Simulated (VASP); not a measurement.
# AlGa3N4 (P-43m) in VASP: single point with r2SCAN

Aim: the single point of AlGa3N4 with r2SCAN.

Everything below comes from runs of VASP 6.6.1. Logs are shortened: lines on timing, memory, paths and dates and some standing lists are left out, and cuts for length are marked.

## 1. The cell of the first run

Symmetry: P-43m, No. 215, cubic system. The conventional cell has a = 4.472 Å, b = 4.472 Å, c = 4.472 Å, α = 90.00°, β = 90.00°, γ = 90.00°. Al (site symmetry -43m) has 4 N at 1.89 Å within 2.5 Å. Ga (site symmetry -42m) has 4 N at 1.95 Å within 2.6 Å. N (site symmetry 3m) has 1 Al at 1.89 Å and 3 Ga at 1.95 Å within 2.5 Å.

## 2. Single point, r2SCAN

Input file POSCAR:

```
AlGa3N4
1.0
    4.4716853600      0.0000000000      0.0000000000
    0.0000000000      4.4716853600      0.0000000000
    0.0000000000      0.0000000000      4.4716853600
Al Ga N
1 3 4
Direct
    0.0000000000      0.0000000000      0.0000000000
    0.5000000000      0.5000000000      0.0000000000
    0.5000000000      0.0000000000      0.5000000000
    0.0000000000      0.5000000000      0.5000000000
    0.7557144200      0.7557144200      0.2442855800
    0.7557144200      0.2442855800      0.7557144200
    0.2442855800      0.7557144200      0.7557144200
    0.2442855800      0.2442855800      0.2442855800
```

Input file INCAR.step1:

```
SYSTEM = AlGa3N4
ALGO = Normal ; EDIFF = 1E-4
ENCUT = 520 ; GGA = PE
ISMEAR = 0 ; LASPH = .TRUE.
LCHARG = .FALSE. ; LREAL = .FALSE.
LWAVE = .TRUE. ; NBANDS = 41
NELM = 100 ; PREC = Accurate
SIGMA = 0.05
```

Input file INCAR.step2:

```
SYSTEM = AlGa3N4
ALGO = Normal ; EDIFF = 1E-6
ENCUT = 520 ; ISIF = 2
ISMEAR = 0 ; ISTART = 1
LASPH = .TRUE. ; LCHARG = .TRUE.
LELF = .TRUE. ; LMIXTAU = .TRUE.
LREAL = .FALSE. ; LVHAR = .TRUE.
LWAVE = .FALSE. ; METAGGA = R2SCAN
NBANDS = 41 ; NELM = 100
PREC = Accurate ; SIGMA = 0.05
```

Input file KPOINTS:

```
k-points
0
G
  6 6 6
  0 0 0
```

Potentials or basis: VASP PAW PBE potentials, release 64 (Al, Ga_d, N).

Run with:

```bash
> cat potpaw_PBE.64/Al/POTCAR potpaw_PBE.64/Ga_d/POTCAR potpaw_PBE.64/N/POTCAR > POTCAR
> cp INCAR.step1 INCAR
> mpirun -np 1 vasp_std > vasp.out
> cp INCAR.step2 INCAR
> mpirun -np 1 vasp_std > vasp.out
```

OUTCAR:

```text
SYSTEM = AlGa3N4
   EDIFF = 1E-6
   ENCUT = 520
   ISIF = 2
   ISMEAR = 0
   ISTART = 1
   LASPH = .TRUE.
   LREAL = .FALSE.
   METAGGA = R2SCAN
   NELM = 100
   PREC = Accurate

 ion  position               nearest neighbor table
   1  0.000  0.000  0.000-   5 1.89   6 1.89   7 1.89   8 1.89
   2  0.500  0.500  0.000-   5 1.95   6 1.95   7 1.95   8 1.95
   3  0.500  0.000  0.500-   5 1.95   6 1.95   7 1.95   8 1.95
   4  0.000  0.500  0.500-   5 1.95   6 1.95   7 1.95   8 1.95
   5  0.756  0.756  0.244-   1 1.89   2 1.95   3 1.95   4 1.95
   6  0.756  0.244  0.756-   1 1.89   2 1.95   3 1.95   4 1.95
   7  0.244  0.756  0.756-   1 1.89   2 1.95   3 1.95   4 1.95
   8  0.244  0.244  0.244-   1 1.89   2 1.95   3 1.95   4 1.95

  LATTYP: Found a simple cubic cell.
 ALAT       =     4.4716853600

  Lattice vectors:

 A1 = (   4.4716853600,   0.0000000000,   0.0000000000)
 A2 = (   0.0000000000,   4.4716853600,   0.0000000000)
 A3 = (   0.0000000000,   0.0000000000,   4.4716853600)

Analysis of symmetry for initial positions (statically):
=====================================================================
 Subroutine PRICEL returns:
 Original cell was already a primitive cell.

 Routine SETGRP: Setting up the symmetry group for a
 simple cubic supercell.

 Subroutine GETGRP returns: Found 24 space group operations
 (whereof 24 operations were pure point group operations)
 out of a pool of 48 trial point group operations.

The static configuration has the point symmetry T_d .

Analysis of symmetry for dynamics (positions and initial velocities):
=====================================================================
 Subroutine PRICEL returns:
 Original cell was already a primitive cell.

 Routine SETGRP: Setting up the symmetry group for a
 simple cubic supercell.

 Subroutine GETGRP returns: Found 24 space group operations
 (whereof 24 operations were pure point group operations)
 out of a pool of 48 trial point group operations.

The dynamic configuration has the point symmetry T_d .

 Subroutine INISYM returns: Found 24 space group operations
 (whereof 24 operations are pure point group operations),
 and found     1 'primitive' translations

----------------------------------------------------------------------------------------

                                     Primitive cell

  volume of cell :      89.4157

  direct lattice vectors                    reciprocal lattice vectors
[... 101 lines left out ...]
   ISYM   =      2    0-nonsym 1-usesym 2-fastsym
   POTIM  = 0.5000    time-step for ionic-motion
   TEBEG  =    0.0;   TEEND  =   0.0 temperature during run
   PSTRESS=    0.0 pullay stress
   NELECT =      62.0000    total number of electrons
   NUPDOWN=      -1.0000    fix difference up-down
   EMIN   =  10.00;   EMAX   =-10.00  energy-range for DOS
   EFERMI =   0.00;   METHOD = LEGACY
   ISMEAR =     0;   SIGMA  =   0.05  broadening in eV -4-tet -1-fermi 0-gaus
   EFERMI_NEDOS =   21; number of points for ismear=-14 and -15
   IALGO  =     38    algorithm
   IMIX   =      4    mixing-type and parameters
     AMIX     =   0.40;   BMIX     =  1.00
     AMIX_MAG =   1.60;   BMIX_MAG =  1.00
  volume/ion in A,a.u.               =      11.18        75.43
  Fermi-wavevector in a.u.,A,eV,Ry     =   1.448997  2.738207 28.566688  2.099592
  Thomas-Fermi vector in A             =   2.566774
   LORBIT       =      0    0 simple, 1 ext, 2 COOP (PROOUT), +10 PAW based schemes
   METAGGA = R2SCAN    functional components
   LHFCALC =     F    Hartree Fock is set to
   AEXX    =    0.0000 exact exchange contribution
   IVDW    =     0    specifies the selected vdW correction
   LEPSILON=     F    determine dielectric tensor
   LRPA    =     F    only Hartree local field effects (RPA)
 non-spin polarized calculation
 Gauss-broadening in eV      SIGMA  =   0.05
  energy-cutoff  :      520.00
  volume of cell :       89.42
 maximum number of plane-waves:      2469
 NGX is ok and might be reduce to    36
   NGX = 17   NGY = 17   NGZ = 17

 number of electron      61.9999968 magnetization

 Free energy of the ion-electron system (eV)
  ---------------------------------------------------
  ext. energy  EPLUGINS =         0.00000000
  ---------------------------------------------------
  free energy    TOTEN  =       -84.86686491 eV

  energy without entropy =      -84.86686491  energy(sigma->0) =      -84.86686491

 E-fermi :   5.4241     XC(G=0): -12.3584

 val. band max:        5.1390231399   @ k =   0.0000   0.0000   0.0000
 cond. band min:       7.9275298806   @ k =   0.0000   0.0000   0.0000
 fundamental gap:      2.7885067407
 Fermi energy:         5.4241294173

 k-point     1 :       0.0000    0.0000    0.0000
  band No.  band energies     occupation
      1     -11.3158      2.00000
      2      -9.9403      2.00000
      3      -9.9403      2.00000
      4      -9.9403      2.00000
      5      -8.3643      2.00000
      6      -8.3643      2.00000
[... 869 lines left out ...]
     40      15.7643      0.00000
     41      15.7643      0.00000

------------------------ aborting loop because EDIFF is reached ----------------------------------------

  FORCE on cell =-STRESS in cart. coord.  units (eV):
  Direction    XX          YY          ZZ          XY          YZ          ZX
  --------------------------------------------------------------------------------------
  -------------------------------------------------------------------------------------
  Total       -0.1127132     -0.1127132     -0.1127132     -0.0000000      0.0000000      0.0000000
  in kB       -2.0196297     -2.0196297     -2.0196297     -0.0000000      0.0000000      0.0000000
  external PRESSURE =      -2.0196297 kB  Pullay stress =       0.0000000 kB

 VOLUME and BASIS-vectors are now :
 -----------------------------------------------------------------------------
  energy-cutoff  :      520.00
  volume of cell :       89.42
      direct lattice vectors                 reciprocal lattice vectors
     4.471685360  0.000000000  0.000000000     0.223629330  0.000000000  0.000000000
     0.000000000  4.471685360  0.000000000     0.000000000  0.223629330  0.000000000
     0.000000000  0.000000000  4.471685360     0.000000000  0.000000000  0.223629330

 POSITION                                       TOTAL-FORCE (eV/Angst)
 -----------------------------------------------------------------------------------
      0.00000      0.00000      0.00000         0.000000      0.000000      0.000000
      2.23584      2.23584      0.00000         0.000000      0.000000     -0.000000
      2.23584      0.00000      2.23584         0.000000      0.000000      0.000000
      0.00000      2.23584      2.23584         0.000000      0.000000      0.000000
      3.37932      3.37932      1.09237         0.003525      0.003525     -0.003525
      3.37932      1.09237      3.37932         0.003525     -0.003525      0.003525
      1.09237      3.37932      3.37932        -0.003525      0.003525      0.003525
      1.09237      1.09237      1.09237        -0.003525     -0.003525     -0.003525
 -----------------------------------------------------------------------------------
    total drift:                               -0.000000     -0.000000     -0.000000

  FREE ENERGIE OF THE ION-ELECTRON SYSTEM (eV)
  ---------------------------------------------------
  free  energy   TOTEN  =       -84.8668649114 eV

  energy  without entropy=      -84.8668649114  energy(sigma->0) =      -84.86686491
```

OUTCAR.step1:

```text
SYSTEM = AlGa3N4
   EDIFF = 1E-4
   ENCUT = 520
   GGA = PE
   ISMEAR = 0
   LASPH = .TRUE.
   LREAL = .FALSE.
   NELM = 100
[... 1116 lines left out ...]
      3.37932      1.09237      3.37932         0.016149     -0.016149      0.016149
      1.09237      3.37932      3.37932        -0.016149      0.016149      0.016149
      1.09237      1.09237      1.09237        -0.016149     -0.016149     -0.016149
 -----------------------------------------------------------------------------------
    total drift:                               -0.000000     -0.000000     -0.000000

  FREE ENERGIE OF THE ION-ELECTRON SYSTEM (eV)
  ---------------------------------------------------
  free  energy   TOTEN  =       -51.2544993891 eV

  energy  without entropy=      -51.2544993891  energy(sigma->0) =      -51.25449939
```

OSZICAR.step1:

```text
N       E                     dE             d eps       ncg     rms          rms(c)
DAV:   1     0.632799151321E+03    0.63280E+03   -0.28007E+04  1864   0.255E+03
DAV:   2     0.560668832664E+02   -0.57673E+03   -0.53788E+03  1744   0.638E+02
DAV:   3    -0.518113641173E+02   -0.10788E+03   -0.10429E+03  1816   0.193E+02
DAV:   4    -0.596343710552E+02   -0.78230E+01   -0.77519E+01  2242   0.548E+01
DAV:   5    -0.598209557866E+02   -0.18658E+00   -0.18633E+00  2038   0.851E+00    0.159E+01
DAV:   6    -0.509813865985E+02    0.88396E+01   -0.25804E+01  3012   0.584E+01    0.451E+00
DAV:   7    -0.512981092158E+02   -0.31672E+00   -0.43088E+00  1931   0.118E+01    0.400E+00
DAV:   8    -0.512901180698E+02    0.79911E-02   -0.50882E-01  2394   0.814E+00    0.108E+00
DAV:   9    -0.512536879725E+02    0.36430E-01   -0.15508E-01  2630   0.524E+00    0.496E-01
DAV:  10    -0.512543079795E+02   -0.62001E-03   -0.18697E-02  2004   0.798E-01    0.168E-01
DAV:  11    -0.512545122508E+02   -0.20427E-03   -0.27846E-03  2567   0.624E-01    0.424E-02
DAV:  12    -0.512544993891E+02    0.12862E-04   -0.47836E-04  1917   0.234E-01
   1 F= -.51254499E+02 E0= -.51254499E+02  d E =-.114829E-12
```

Wall time 3.7 min (1 thread of Intel Xeon Platinum 8259CL at 2.50GHz (Skylake/Cascade Lake), shared host); peak memory 0.25 GiB.

What came out:

| Property | Result |
| --- | --- |
| Free energy | -84.8669 eV |
| Pressure | -0.2 GPa |
| Largest force | 0.006 eV/Å |
| Band gap on the k mesh | 2.79 eV, direct |

Forces on the atoms (eV/Å):
```
Al   0.000  0.000  0.000
Ga   0.000  0.000  0.000
Ga   0.000  0.000  0.000
Ga   0.000  0.000  0.000
N    0.004  0.004 -0.004
N    0.004 -0.004  0.004
N   -0.004  0.004  0.004
N   -0.004 -0.004 -0.004
```

Levels at points of the mesh, in eV from the valence-band top:
```
           k point  band 27  band 28  band 29  band 30  band 31  band 32  band 33  band 34  band 35  band 36
(0.00, 0.00, 0.00)    -2.49    -2.49     0.00     0.00     0.00     2.79     3.93     3.93     3.93     7.12
(0.50, 0.00, 0.00)    -2.87    -1.52    -1.52    -1.20    -1.20     5.43     5.54     6.78     6.78     8.38
(0.50, 0.50, 0.00)    -3.05    -0.99    -0.98    -0.98    -0.60     7.26     7.47     7.47     7.93     8.02
(0.50, 0.50, 0.50)    -0.74    -0.74    -0.68    -0.68    -0.68     5.54     5.54     5.54     6.90     9.77
```

Caveat: the PAW data sets were made with another functional, which shifts forces and pressure a little. r2SCAN opens gaps a little over a GGA but as a rule still falls short of measured ones.
